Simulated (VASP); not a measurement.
# Cu: relaxation of cell and atoms with RPBE

The system is Cu.

```
CELL_PARAMETERS angstrom
4.55456 0.00000 0.00000
0.00000 4.55456 0.00000
0.00000 0.00000 4.55456
ATOMIC_POSITIONS crystal
Cu 0.00000 0.00000 0.00000
Cu 0.50000 0.50000 0.50000
Cu 0.25000 0.00000 0.50000
Cu 0.75000 0.00000 0.50000
Cu 0.50000 0.25000 0.00000
Cu 0.50000 0.75000 0.00000
Cu 0.00000 0.50000 0.25000
Cu 0.00000 0.50000 0.75000
```

* Program: VASP 6.6.1
* Task: relaxation of cell and atoms
* Functional: RPBE
* Potentials or basis: VASP PAW PBE potentials, release 64 (Cu)
* Cutoff: 600 eV
* k mesh: 6 × 6 × 6
* Occupations: fermi-dirac, width 0.1 eV
* Spin: no spin polarisation
* Dipole correction: no
* Further INCAR settings: ALGO = Normal; EDIFF = 1e-07; IBRION = 2; EDIFFG = -0.01; NSW = 80; ISIF = 3

```
Relaxed volume                        : 12.80 Å³/atom
Relaxed cell                          : a = 4.679 Å, b = 4.679 Å, c = 4.679 Å, α = 90.00°, β = 90.00°, γ = 90.00°
Space group after relaxing (to 0.1 Å) : Pm-3n (No. 223)
Energy gained by relaxing             : 32.3 meV/atom
Ionic steps                           : 3
Pressure after relaxing               : 0.1 GPa
Band gap on the k mesh                : zero (bands 44 and 45 overlap by 1.77 eV)
```

The path:
```tsv
step	energy change (eV)	largest force (eV/Å)	pressure (GPa)	volume (Å³)
1	0.0000	0.0000	11.28	94.48
2	-0.2110	0.0000	-3.83	106.31
3	-0.2585	0.0000	0.07	102.43
```

Final structure:
```cif
data_structure
_symmetry_space_group_name_H-M 'P 1'
_symmetry_Int_Tables_number 1
_cell_length_a 4.6789
_cell_length_b 4.6789
_cell_length_c 4.6789
_cell_angle_alpha 90.000
_cell_angle_beta 90.000
_cell_angle_gamma 90.000
_cell_volume 102.43
loop_
_atom_site_label
_atom_site_type_symbol
_atom_site_fract_x
_atom_site_fract_y
_atom_site_fract_z
_atom_site_occupancy
Cu1 Cu 0.00000 0.00000 0.00000 1
Cu2 Cu 0.50000 0.50000 0.50000 1
Cu3 Cu 0.25000 0.00000 0.50000 1
Cu4 Cu 0.75000 0.00000 0.50000 1
Cu5 Cu 0.50000 0.25000 0.00000 1
Cu6 Cu 0.50000 0.75000 0.00000 1
Cu7 Cu 0.00000 0.50000 0.25000 1
Cu8 Cu 0.00000 0.50000 0.75000 1
```

Levels at points of the mesh, in eV from the Fermi level:
| k point | band 40 | band 41 | band 42 | band 43 | band 44 | band 45 | band 46 | band 47 | band 48 | band 49 |
| --- | --- | --- | --- | --- | --- | --- | --- | --- | --- | --- |
| (0.00, 0.00, 0.00) | -1.59 | -1.59 | -0.13 | -0.13 | -0.13 | 0.97 | 0.97 | 1.10 | 6.08 | 6.08 |
| (0.50, 0.00, 0.00) | -1.60 | -1.39 | -1.39 | 0.79 | 0.79 | 1.00 | 1.00 | 2.66 | 2.66 | 2.99 |
| (0.50, 0.50, 0.00) | -1.67 | -1.59 | -1.48 | -1.48 | -1.33 | 1.18 | 2.62 | 2.62 | 3.21 | 4.01 |
| (0.50, 0.50, 0.50) | -1.76 | -0.98 | -0.98 | -0.98 | -0.98 | -0.98 | -0.98 | -0.78 | -0.78 | 11.78 |

It took 8.1 min on 1 thread of Intel Xeon 8259CL, with other jobs on the host, peak memory 0.26 GiB.

Caveat: the PAW data sets were made with another functional, which shifts forces and pressure a little.
